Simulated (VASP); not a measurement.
# Al2Cu (Khatyrkite) (I4/mcm) in VASP: settings compared

Aim: see how the results for Al2Cu (Khatyrkite) move with the level of theory and the settings. Levels: LDA, PBE. Tasks: single point.

Everything below comes from runs of VASP 6.6.1. Logs are shortened: lines on timing, memory, paths and dates and some standing lists are left out, and cuts for length are marked.

### Step 1. The cell of the first run

It takes space group I4/mcm (No. 140, tetragonal). The conventional cell has a = 5.943 Å, b = 5.943 Å, c = 4.777 Å, α = 90.00°, β = 90.00°, γ = 90.00°. Within 3.2 Å of Cu (site symmetry 422) lie 2 Cu at 2.39 Å and 8 Al at 2.54 Å. Al (site symmetry m2m) has 4 Cu at 2.54 Å and 11 Al at 2.66 to 3.17 Å within 3.3 Å.

### Step 2. Single point, LDA

INCAR

```
SYSTEM = Al2Cu
  PREC = Accurate
  ENCUT = 520
  EDIFF = 1E-6
  ISMEAR = -1
  SIGMA = 0.05
  LREAL = .False.
  LASPH = .True.
  NELM = 100
  ALGO = Normal
  ISIF = 2
  LWAVE = .False.
  LCHARG = .False.
  GGA = CA
  NBANDS = 26
```

KPOINTS

```
regular mesh
0
Gamma
  7 7 7
  0 0 0
```

POSCAR

```
Al2Cu
1.0
   -2.9715744608      2.9715744608      2.3887207261
    2.9715744608     -2.9715744608      2.3887207261
    2.9715744608      2.9715744608     -2.3887207261
Cu Al
2 4
Direct
    0.2500000000      0.2500000000      0.0000000000
    0.7500000000      0.7500000000      0.0000000000
    0.3419000000      0.1581000000      0.5000000000
    0.8419000000      0.3419000000      0.1838000000
    0.6581000000      0.8419000000      0.5000000000
    0.1581000000      0.6581000000      0.8162000000
```

Potentials or basis: VASP PAW LDA potentials, release 64 (Cu, Al).

Run with:

```bash
$ cat potpaw_LDA.64/Cu/POTCAR potpaw_LDA.64/Al/POTCAR > POTCAR
$ mpirun -np 1 vasp_std > vasp.out
```

OUTCAR:

```text
SYSTEM = Al2Cu
   PREC = Accurate
   ENCUT = 520
   EDIFF = 1E-6
   ISMEAR = -1
   LREAL = .False.
   LASPH = .True.
   NELM = 100
   ISIF = 2
   GGA = CA

 ion  position               nearest neighbor table
   1  0.250  0.250  0.000-   2 2.39   2 2.39   6 2.54   4 2.54   6 2.54   4 2.54   3 2.54   5 2.54
                             5 2.54   3 2.54
   2  0.750  0.750  0.000-   1 2.39   1 2.39   6 2.54   4 2.54   6 2.54   4 2.54   5 2.54   3 2.54
                             5 2.54   3 2.54
   3  0.342  0.158  0.500-   2 2.54   1 2.54   1 2.54   2 2.54   5 2.66   5 2.84   5 2.84   6 3.04
                             4 3.04   6 3.04   4 3.04   6 3.17   4 3.17   4 3.17   6 3.17
   4  0.842  0.342  0.184-   1 2.54   2 2.54   2 2.54   1 2.54   6 2.66   6 2.84   6 2.84   3 3.04
                             5 3.04   3 3.04   5 3.04   3 3.17   5 3.17   3 3.17   5 3.17
   5  0.658  0.842  0.500-   1 2.54   2 2.54   2 2.54   1 2.54   3 2.66   3 2.84   3 2.84   6 3.04
                             4 3.04   6 3.04   4 3.04   6 3.17   4 3.17   6 3.17   4 3.17
   6  0.158  0.658  0.816-   1 2.54   2 2.54   2 2.54   1 2.54   4 2.66   4 2.84   4 2.84   3 3.04
                             5 3.04   5 3.04   3 3.04   3 3.17   5 3.17   3 3.17   5 3.17

  LATTYP: Found a body centered tetragonal cell.
 ALAT       =     5.9431489216
 C/A-ratio  =     0.8038569309

  Lattice vectors:

 A1 = (  -2.9715744608,   2.9715744608,   2.3887207261)
 A2 = (   2.9715744608,  -2.9715744608,   2.3887207261)
 A3 = (   2.9715744608,   2.9715744608,  -2.3887207261)

Analysis of symmetry for initial positions (statically):
=====================================================================
 Subroutine PRICEL returns:
 Original cell was already a primitive cell.

 Routine SETGRP: Setting up the symmetry group for a
 body centered tetragonal supercell.

 Subroutine GETGRP returns: Found 16 space group operations
 (whereof  8 operations were pure point group operations)
 out of a pool of 16 trial point group operations.

The static configuration has the point symmetry C_4h.
 The point group associated with its full space group is D_4h.

Analysis of symmetry for dynamics (positions and initial velocities):
=====================================================================
 Subroutine PRICEL returns:
 Original cell was already a primitive cell.

 Routine SETGRP: Setting up the symmetry group for a
 body centered tetragonal supercell.

 Subroutine GETGRP returns: Found 16 space group operations
 (whereof  8 operations were pure point group operations)
 out of a pool of 16 trial point group operations.

The dynamic configuration has the point symmetry C_4h.
 The point group associated with its full space group is D_4h.

 Subroutine INISYM returns: Found 16 space group operations
 (whereof  8 operations are pure point group operations),
 and found     1 'primitive' translations

----------------------------------------------------------------------------------------

                                     Primitive cell

  volume of cell :      84.3721

  direct lattice vectors                    reciprocal lattice vectors
    -2.971574461  2.971574461  2.388720726     0.000000000  0.168260970  0.209317060
     2.971574461 -2.971574461  2.388720726     0.168260970  0.000000000  0.209317060
     2.971574461  2.971574461 -2.388720726     0.168260970  0.168260970  0.000000000

  length of vectors
     4.833890386  4.833890386  4.833890386     0.268561698  0.268561698  0.237956945

  position of ions in fractional coordinates (direct lattice)
     0.250000000  0.250000000  0.000000000
     0.750000000  0.750000000  0.000000000
     0.341900000  0.158100000  0.500000000
     0.841900000  0.341900000  0.183800000
     0.658100000  0.841900000  0.500000000
     0.158100000  0.658100000  0.816200000

  ion indices of the primitive-cell ions
   primitive index   ion index
                 1           1
                 2           2
                 3           3
                 4           4
                 5           5
                 6           6

----------------------------------------------------------------------------------------

 KPOINTS: regular mesh

Automatic generation of k-mesh.
 Grid dimensions read from file:
 generate k-points for:    7    7    7

 Generating k-lattice:

  Cartesian coordinates                     Fractional coordinates (reciprocal lattice)
     0.000000000  0.024037281  0.029902437     0.142857143  0.000000000 -0.000000000
     0.024037281  0.000000000  0.029902437     0.000000000  0.142857143 -0.000000000
     0.024037281  0.024037281  0.000000000     0.000000000  0.000000000  0.142857143

  Length of vectors
     0.038365957  0.038365957  0.033993849

  Shift w.r.t. Gamma in fractional coordinates (k-lattice)
     0.000000000  0.000000000  0.000000000

 Subroutine IBZKPT returns following result:
 ===========================================

 Found     40 irreducible k-points:

 Following reciprocal coordinates:
            Coordinates               Weight
  0.000000  0.000000  0.000000      1.000000
  0.142857  0.000000  0.000000      8.000000
  0.285714  0.000000 -0.000000      8.000000
  0.428571  0.000000 -0.000000      8.000000
  0.142857  0.142857  0.000000      8.000000
  0.285714  0.142857 -0.000000     16.000000
[... 16 lines left out ...]
 -0.142857  0.285714  0.142857      8.000000
 -0.428571  0.428571  0.142857      8.000000
 [... further k-points ...]
   k-points           NKPTS =     40   k-points in BZ     NKDIM =     40   number of bands    NBANDS=     26
   number of dos      NEDOS =    301   number of ions     NIONS =      6
   total plane-waves  NPLWV =  46656
   dimension x,y,z NGX =    36 NGY =   36 NGZ =   36
   dimension x,y,z NGXF=    72 NGYF=   72 NGZF=   72
   ions per type =               2   4
   NGX,Y,Z   is equivalent  to a cutoff of  12.38, 12.38, 12.38 a.u.
   NGXF,Y,Z  is equivalent  to a cutoff of  24.76, 24.76, 24.76 a.u.
 SYSTEM =  Al2Cu
   PREC   = accura    normal or accurate (medium, high low for compatibility)
   ISTART =      0    job   : 0-new  1-cont  2-samecut
   ICHARG =      2    charge: 1-file 2-atom 10-const
   ISPIN  =      1    spin polarized calculation?
   LNONCOLLINEAR =      F non collinear calculations
   LSORBIT =      F    spin-orbit coupling
   LASPH  =      T    aspherical Exc in radial PAW
   ENCUT  =  520.0 eV  38.22 Ry    6.18 a.u.   8.99  8.99  8.99*2*pi/ulx,y,z
   NELM   =    100;   NELMIN=  2; NELMDL= -5     # of ELM steps
   EDIFF  = 0.1E-05   stopping-criterion for ELM
   LREAL  =      F    real-space projection
   EDIFFG = 0.1E-04   stopping-criterion for IOM
   NSW    =      0    number of steps for IOM
   IBRION =     -1    ionic relax: 0-MD 1-quasi-New 2-CG
   NFREE  =      0    steps in history (QN), initial steepest desc. (CG)
   ISIF   =      2    stress and relaxation
   ISYM   =      2    0-nonsym 1-usesym 2-fastsym
   POTIM  = 0.5000    time-step for ionic-motion
   TEBEG  =    0.0;   TEEND  =   0.0 temperature during run
   PSTRESS=    0.0 pullay stress
   NELECT =      34.0000    total number of electrons
   NUPDOWN=      -1.0000    fix difference up-down
   EMIN   =  10.00;   EMAX   =-10.00  energy-range for DOS
   EFERMI =   0.00;   METHOD = LEGACY
   ISMEAR =    -1;   SIGMA  =   0.05  broadening in eV -4-tet -1-fermi 0-gaus
   EFERMI_NEDOS =   21; number of points for ismear=-14 and -15
   IALGO  =     38    algorithm
   IMIX   =      4    mixing-type and parameters
     AMIX     =   0.40;   BMIX     =  1.00
     AMIX_MAG =   1.60;   BMIX_MAG =  1.00
  volume/ion in A,a.u.               =      14.06        94.90
  Fermi-wavevector in a.u.,A,eV,Ry     =   1.209210  2.285075 19.894275  1.462188
  Thomas-Fermi vector in A             =   2.344794
   LORBIT       =      0    0 simple, 1 ext, 2 COOP (PROOUT), +10 PAW based schemes
   GGA     = CA    functional components
   LHFCALC =     F    Hartree Fock is set to
   AEXX    =    0.0000 exact exchange contribution
   IVDW    =     0    specifies the selected vdW correction
   LEPSILON=     F    determine dielectric tensor
   LRPA    =     F    only Hartree local field effects (RPA)
 non-spin polarized calculation
  energy-cutoff  :      520.00
  volume of cell :       84.37
 maximum number of plane-waves:      2286
   NGX = 17   NGY = 17   NGZ = 17

 number of electron      34.0000041 magnetization

 Free energy of the ion-electron system (eV)
  ---------------------------------------------------
  ext. energy  EPLUGINS =         0.00000000
  ---------------------------------------------------
  free energy    TOTEN  =       -27.29186160 eV

  energy without entropy =      -27.28255635  energy(sigma->0) =      -27.28720897

 E-fermi :   8.5081     XC(G=0): -11.3081

 val. band max:        8.4314157337   @ k =   0.0000   0.0000   0.0000
 cond. band min:       8.5214248383   @ k =  -0.2857  -0.4286   0.2857
 fundamental gap:      0.0900091046
 Fermi energy:         8.5080544851

 k-point     1 :       0.0000    0.0000    0.0000
  band No.  band energies     occupation
      1      -2.7197      2.00000
      2       2.7941      2.00000
      3       2.9656      2.00000
      4       2.9696      2.00000
      5       2.9696      2.00000
      6       3.9257      2.00000
[... 18 lines left out ...]
     25      13.8406      0.00000
     26      14.4737      0.00000

 k-point     2 :       0.1429    0.0000    0.0000
  band No.  band energies     occupation
      1      -2.4982      2.00000
      2       2.7843      2.00000
      3       2.9133      2.00000
      4       2.9658      2.00000
      5       3.0224      2.00000
      6       3.8898      2.00000
[... 18 lines left out ...]
     25      14.0881      0.00000
     26      14.7962      0.00000

 k-point     3 :       0.2857    0.0000   -0.0000
  band No.  band energies     occupation
      1      -1.8391      2.00000
      2       2.2210      2.00000
      3       2.7795      2.00000
      4       2.9465      2.00000
      5       3.1598      2.00000
      6       3.7430      2.00000
[... 572 lines left out ...]
 k-point    23 :      -0.1429    0.2857    0.1429
  band No.  band energies     occupation
      1      -1.8111      2.00000
      2       2.2948      2.00000
      3       2.4478      2.00000
      4       2.6243      2.00000
      5       3.0924      2.00000
      6       3.4664      2.00000
[... 18 lines left out ...]
     25      14.8686      0.00000
     26      15.2376      0.00000

 k-point    24 :      -0.4286    0.4286    0.1429
  band No.  band energies     occupation
      1      -1.0223      2.00000
      2       0.1427      2.00000
      3       2.8412      2.00000
      4       3.0024      2.00000
      5       3.2882      2.00000
      6       3.4213      2.00000
[... 18 lines left out ...]
     25      14.6866      0.00000
     26      14.9033      0.00000

 [... further k-points ...]
[... 5 lines left out ...]
  --------------------------------------------------------------------------------------
  -------------------------------------------------------------------------------------
  Total       -0.0049279     -0.0049279      0.2189025      0.0000000     -0.0000000      0.0000000
  in kB       -0.0935787     -0.0935787      4.1568344      0.0000000     -0.0000000      0.0000000
  external PRESSURE =       1.3232256 kB  Pullay stress =       0.0000000 kB

 VOLUME and BASIS-vectors are now :
 -----------------------------------------------------------------------------
  energy-cutoff  :      520.00
  volume of cell :       84.37
      direct lattice vectors                 reciprocal lattice vectors
    -2.971574461  2.971574461  2.388720726     0.000000000  0.168260970  0.209317060
     2.971574461 -2.971574461  2.388720726     0.168260970  0.000000000  0.209317060
     2.971574461  2.971574461 -2.388720726     0.168260970  0.168260970  0.000000000

 POSITION                                       TOTAL-FORCE (eV/Angst)
 -----------------------------------------------------------------------------------
      0.00000      0.00000      1.19436         0.000000      0.000000     -0.000000
      0.00000      0.00000      3.58308        -0.000000      0.000000     -0.000000
      0.93961      2.03196      0.00000         0.046597     -0.046597     -0.000000
     -0.93961      2.03196      2.38872        -0.046597     -0.046597      0.000000
      2.03196      0.93961      2.38872        -0.046597      0.046597      0.000000
      3.91119      0.93961     -0.00000         0.046597      0.046597     -0.000000
 -----------------------------------------------------------------------------------
    total drift:                                0.000000      0.000000      0.000000

  FREE ENERGIE OF THE ION-ELECTRON SYSTEM (eV)
  ---------------------------------------------------
  free  energy   TOTEN  =       -27.2918615991 eV

  energy  without entropy=      -27.2825563470  energy(sigma->0) =      -27.28720897
```

It took 44 s on 1 thread of Intel Xeon Platinum 8559C (Emerald Rapids), shared host; peak memory 0.2 GiB.

What came out:

| Quantity | Value |
| --- | --- |
| Free energy | -27.2919 eV |
| Pressure | 0.1 GPa |
| Largest force | 0.066 eV/Å |
| Band gap on the k mesh | zero (band 17 reaches 10.52 eV, above the bottom of band 18 at 6.73 eV) |

Forces in eV/Å, atoms in the order of the input:
```
Cu   0.000  0.000  0.000
Cu   0.000  0.000  0.000
Al   0.047 -0.047  0.000
Al  -0.047 -0.047  0.000
Al  -0.047  0.047  0.000
Al   0.047  0.047  0.000
```

Levels at points of the mesh, in eV from the Fermi level:
```tsv
k point	band 15	band 16	band 17	band 18	band 19	band 20
(0.00, 0.00, 0.00)	-1.53	-1.35	-1.35	-0.96	-0.32	-0.08
```

(Continued in part 2 of 2.)
